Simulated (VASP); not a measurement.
# NaAu (R-3m) in VASP: a series of runs

NaAu is run at these levels: PBE; tasks: relaxation of cell and atoms, single point.

Everything below comes from runs of VASP 6.6.1. Logs are shortened: lines on timing, memory, paths and dates and some standing lists are left out, and cuts for length are marked.

## 1. The cell of the first run

The structure is trigonal, space group R-3m (No. 166). Conventional cell: a = 4.434 Å, b = 4.434 Å, c = 9.485 Å, α = 90.00°, β = 90.00°, γ = 120.00°. Within 4.0 Å of Na (site symmetry -3m) lie 6 Au at 3.01 Å. Within 4.0 Å of Au (site symmetry -3m) lie 6 Na at 3.01 Å.

## 2. Relaxation of cell and atoms, PBE

INCAR

```
SYSTEM = NaAu
PREC = Accurate ; ENCUT = 600
EDIFF = 1E-6 ; ISMEAR = 0
SIGMA = 0.02 ; LREAL = .False.
LASPH = .True. ; NELM = 100
ALGO = Normal ; ISIF = 3
LWAVE = .False. ; LCHARG = .False.
GGA = PE ; IBRION = 2
NSW = 100 ; EDIFFG = -0.01
```

KPOINTS

```
Automatic mesh
0
Gamma
  12 12 12
  0 0 0
```

POSCAR

```
NaAu
1.0
    2.2167525480      1.2798426803      3.1615032130
   -2.2167525480      1.2798426803      3.1615032130
    0.0000000000     -2.5596853607      3.1615032130
Na Au
1 1
Direct
    0.5000000000      0.5000000000      0.5000000000
    0.0000000000      0.0000000000      0.0000000000
```

Potentials or basis: VASP PAW PBE potentials, release 64 (Na_pv, Au).

The run is started by

```
$ cat potpaw_PBE.64/Na_pv/POTCAR potpaw_PBE.64/Au/POTCAR > POTCAR
$ mpirun -np 1 vasp_std > vasp.out
```

OUTCAR:

```text
SYSTEM = NaAu
   PREC = Accurate
   ENCUT = 600
   EDIFF = 1E-6
   ISMEAR = 0
   LREAL = .False.
   LASPH = .True.
   NELM = 100
   ISIF = 3
   GGA = PE
   IBRION = 2
   NSW = 100
   EDIFFG = -0.01

 ion  position               nearest neighbor table
   1  0.500  0.500  0.500-   2 3.01   2 3.01   2 3.01   2 3.01   2 3.01   2 3.01
   2  0.000  0.000  0.000-   1 3.01   1 3.01   1 3.01   1 3.01   1 3.01   1 3.01

  LATTYP: Found a trigonal (rhomboedric) cell.
 ALAT       =     4.0678116612
 COS(alpha) =     0.4060597542

  Lattice vectors:

 A1 = (   2.2167525480,   1.2798426803,   3.1615032130)
 A2 = (  -2.2167525480,   1.2798426803,   3.1615032130)
 A3 = (   0.0000000000,  -2.5596853607,   3.1615032130)

Analysis of symmetry for initial positions (statically):
=====================================================================
 Subroutine PRICEL returns:
 Original cell was already a primitive cell.

 Routine SETGRP: Setting up the symmetry group for a
 trigonal (rhombohedral) supercell.

 Subroutine GETGRP returns: Found 12 space group operations
 (whereof 12 operations were pure point group operations)
 out of a pool of 12 trial point group operations.

The static configuration has the point symmetry D_3d.

Analysis of symmetry for dynamics (positions and initial velocities):
=====================================================================
 Subroutine PRICEL returns:
 Original cell was already a primitive cell.

 Routine SETGRP: Setting up the symmetry group for a
 trigonal (rhombohedral) supercell.

 Subroutine GETGRP returns: Found 12 space group operations
 (whereof 12 operations were pure point group operations)
 out of a pool of 12 trial point group operations.

The dynamic configuration has the point symmetry D_3d.

 Subroutine INISYM returns: Found 12 space group operations
 (whereof 12 operations are pure point group operations),
 and found     1 'primitive' translations

----------------------------------------------------------------------------------------

                                     Primitive cell

  volume of cell :      53.8169

  direct lattice vectors                    reciprocal lattice vectors
     2.216752548  1.279842680  3.161503213     0.225555171  0.130224339  0.105435077
    -2.216752548  1.279842680  3.161503213    -0.225555171  0.130224339  0.105435077
     0.000000000 -2.559685361  3.161503213     0.000000000 -0.260448677  0.105435077

  length of vectors
     4.067811661  4.067811661  4.067811661     0.280980549  0.280980549  0.280980549

  position of ions in fractional coordinates (direct lattice)
[... 103 lines left out ...]
   LORBIT       =      0    0 simple, 1 ext, 2 COOP (PROOUT), +10 PAW based schemes
   GGA     = PE    functional components
   LHFCALC =     F    Hartree Fock is set to
   AEXX    =    0.0000 exact exchange contribution
   IVDW    =     0    specifies the selected vdW correction
   LEPSILON=     F    determine dielectric tensor
   LRPA    =     F    only Hartree local field effects (RPA)
 conjugate gradient relaxation of ions
 non-spin polarized calculation
 Gauss-broadening in eV      SIGMA  =   0.02
  energy-cutoff  :      600.00
  volume of cell :       53.82
 maximum number of plane-waves:      1824
   NGX = 17   NGY = 17   NGZ = 17

--------------------------------------- Ionic step        1  -------------------------------------------

 number of electron      17.9999987 magnetization

 Free energy of the ion-electron system (eV)
  ---------------------------------------------------
  ext. energy  EPLUGINS =         0.00000000
  ---------------------------------------------------
  free energy    TOTEN  =        -4.81113458 eV

  energy without entropy =       -4.81113458  energy(sigma->0) =       -4.81113458

------------------------ aborting loop because EDIFF is reached ----------------------------------------

  FORCE on cell =-STRESS in cart. coord.  units (eV):
  Direction    XX          YY          ZZ          XY          YZ          ZX
  --------------------------------------------------------------------------------------
  -------------------------------------------------------------------------------------
  Total        0.0633081      0.0633081      0.0776817      0.0000000     -0.0000000      0.0000000
  in kB        1.8847387      1.8847387      2.3126534      0.0000000     -0.0000000      0.0000000
  external PRESSURE =       2.0273769 kB  Pullay stress =       0.0000000 kB
[... 131 lines left out ...]
--------------------------------------- Ionic step        5  -------------------------------------------

 number of electron      17.9999990 magnetization

 Free energy of the ion-electron system (eV)
  ---------------------------------------------------
  ext. energy  EPLUGINS =         0.00000000
  ---------------------------------------------------
  free energy    TOTEN  =        -4.81151842 eV

  energy without entropy =       -4.81151842  energy(sigma->0) =       -4.81151842

 E-fermi :   1.2131     XC(G=0):  -8.4599

 val. band max:        1.0976012827   @ k =  -0.3333   0.5000   0.3333
 cond. band min:       1.8942639557   @ k =   0.5000   0.0000  -0.0000
 fundamental gap:      0.7966626730
 Fermi energy:         1.2131000160

 k-point     1 :       0.0000    0.0000    0.0000
  band No.  band energies     occupation
      1     -21.7326      2.00000
      2     -21.7209      2.00000
      3     -21.7209      2.00000
      4      -2.7274      2.00000
      5      -0.9979      2.00000
      6      -0.9979      2.00000
      7      -0.8223      2.00000
      8      -0.8223      2.00000
      9      -0.7516      2.00000
     10       9.2734      0.00000
     11       9.2734      0.00000
     12      10.4172      0.00000
     13      12.2662      0.00000
[... 354 lines left out ...]
  band No.  band energies     occupation
      1     -21.7391      2.00000
      2     -21.7277      2.00000
      3     -21.7231      2.00000
      4      -1.2737      2.00000
      5      -1.0187      2.00000
      6      -0.8259      2.00000
      7      -0.7747      2.00000
      8      -0.5744      2.00000
      9       0.2606      2.00000
     10       2.4895      0.00000
     11       6.4864      0.00000
     12       8.6645      0.00000
     13      11.3759      0.00000

 [... further k-points ...]

------------------------ aborting loop because EDIFF is reached ----------------------------------------

  FORCE on cell =-STRESS in cart. coord.  units (eV):
  Direction    XX          YY          ZZ          XY          YZ          ZX
  --------------------------------------------------------------------------------------
  -------------------------------------------------------------------------------------
  Total       -0.0168186     -0.0168186      0.0192883      0.0000000     -0.0000000     -0.0000000
  in kB       -0.4948751     -0.4948751      0.5675452      0.0000000     -0.0000000     -0.0000000
  external PRESSURE =      -0.1407350 kB  Pullay stress =       0.0000000 kB
[... 17 lines left out ...]
  FREE ENERGIE OF THE ION-ELECTRON SYSTEM (eV)
  ---------------------------------------------------
  free  energy   TOTEN  =        -4.8115184202 eV

  energy  without entropy=       -4.8115184202  energy(sigma->0) =       -4.81151842

 reached required accuracy - stopping structural energy minimisation
```

CONTCAR:

```text
NaAu
   1.00000000000000
     2.2248136594105739    1.2844967651427968    3.1756100856714782
    -2.2248136594105739    1.2844967651427968    3.1756100856714782
     0.0000000000000000   -2.5689935303864035    3.1756100856716589
  Na              Au
     1     1
Direct
     0.5000000000000000    0.5000000000000000    0.5000000000000000
     0.0000000000000000    0.0000000000000000    0.0000000000000000

  0.00000000E+00  0.00000000E+00  0.00000000E+00
  0.00000000E+00  0.00000000E+00  0.00000000E+00
```

Wall time 3.2 min (1 thread of Intel Xeon Platinum 8488C (Sapphire Rapids), shared host); peak memory 0.32 GiB.

Results:

| Item | Value |
| --- | --- |
| Free energy | -4.8115 eV |
| Relaxed volume | 27.23 Å³/atom |
| Relaxed cell | a = 4.085 Å, b = 4.085 Å, c = 4.085 Å, α = 66.01°, β = 66.01°, γ = 66.01° |
| Space group after relaxing (to 0.05 Å) | R-3m (No. 166) |
| Energy gained by relaxing | 0.2 meV/atom |
| Ionic steps | 5 |
| Pressure after relaxing | 0.0 GPa |
| Band gap on the k mesh | 0.80 eV, indirect (least direct gap 1.50 eV) |

The path:
```csv
step,energy change (eV),largest force (eV/Å),pressure (GPa),volume (Å³)
1,0.0000,0.0000,0.20,53.82
2,-0.0003,0.0000,0.11,54.08
3,-0.0004,0.0000,0.00,54.41
4,-0.0004,0.0000,0.00,54.42
5,-0.0004,0.0000,-0.01,54.45
```

Final structure:
```cif
data_structure
_symmetry_space_group_name_H-M 'P 1'
_symmetry_Int_Tables_number 1
_cell_length_a 4.0846
_cell_length_b 4.0846
_cell_length_c 4.0846
_cell_angle_alpha 66.005
_cell_angle_beta 66.005
_cell_angle_gamma 66.005
_cell_volume 54.45
loop_
_atom_site_label
_atom_site_type_symbol
_atom_site_fract_x
_atom_site_fract_y
_atom_site_fract_z
_atom_site_occupancy
Na1 Na 0.50000 0.50000 0.50000 1
Au1 Au 0.00000 0.00000 0.00000 1
```

Caveat: spin-orbit coupling is left out, which moves the levels of the heavy elements. A k mesh can miss the band edges.

## 3. Single point, PBE

This run uses another cell than the first one, of 21.38 Å³/atom, 0.794 times its volume.

INCAR

```
PREC     = Accurate       # precision mode
ENCUT    = 520            # plane-wave cutoff, eV
EDIFF    = 1E-6           # SCF threshold, eV
ISMEAR   = 0              # smearing method
SIGMA    = 0.1            # smearing width, eV
LREAL    = False          # projectors in reciprocal space
LASPH    = True           # aspherical terms in the spheres
NELM     = 100            # most SCF steps
ALGO     = Normal         # electronic algorithm
ISIF     = 2              # what is computed and relaxed
LWAVE    = False          # write WAVECAR
LCHARG   = False          # write CHGCAR
GGA      = PE             # functional
NBANDS   = 16             # bands
```

KPOINTS

```
Automatic mesh
0
Gamma
  6 6 6
```

POSCAR

```
NaAu
1.0
    2.0451821000      1.1807864400      2.9506544700
   -2.0451821000      1.1807864400      2.9506544700
    0.0000000000     -2.3615728800      2.9506544700
Na Au
1 1
Direct
    0.5000000000      0.5000000000      0.5000000000
    0.0000000000      0.0000000000      0.0000000000
```

Potentials or basis: VASP PAW PBE potentials, release 64 (Na_pv, Au).

The run is started by

```
$ cat potpaw_PBE.64/Na_pv/POTCAR potpaw_PBE.64/Au/POTCAR > POTCAR
$ mpirun -np 1 vasp_std > vasp.out
```

It took 15 s on 1 thread of Intel Xeon Platinum 8488C (Sapphire Rapids), shared host; peak memory 0.17 GiB.

The run converged. Its results:

```yaml
Free_energy: -4.5825 eV
Pressure: 7.7 GPa
Band_gap_on_the_k_mesh: 0.24 eV, indirect (least direct gap 0.92 eV)
```

Stress tensor (GPa, compression positive):
```
8.26 0.00 0.00
0.00 8.26 0.00
0.00 0.00 6.46
```

Levels at points of the mesh, in eV from the valence-band top:
| k point | band 6 | band 7 | band 8 | band 9 | band 10 | band 11 | band 12 | band 13 |
| --- | --- | --- | --- | --- | --- | --- | --- | --- |
| (0.00, 0.00, 0.00) | -2.84 | -2.54 | -2.54 | -2.49 | 9.44 | 9.44 | 10.18 | 12.56 |
| (0.50, 0.00, 0.00) | -2.58 | -2.30 | -2.11 | -0.91 | 0.24 | 7.96 | 8.93 | 11.89 |
| (0.50, 0.50, 0.00) | -2.36 | -2.08 | -1.99 | -0.04 | 1.13 | 4.77 | 6.46 | 8.85 |
| (0.50, 0.50, 0.50) | -2.81 | -2.05 | -2.05 | -0.04 | 0.88 | 7.12 | 7.12 | 10.80 |

Caveat: spin-orbit coupling is left out, which moves the levels of the heavy elements.
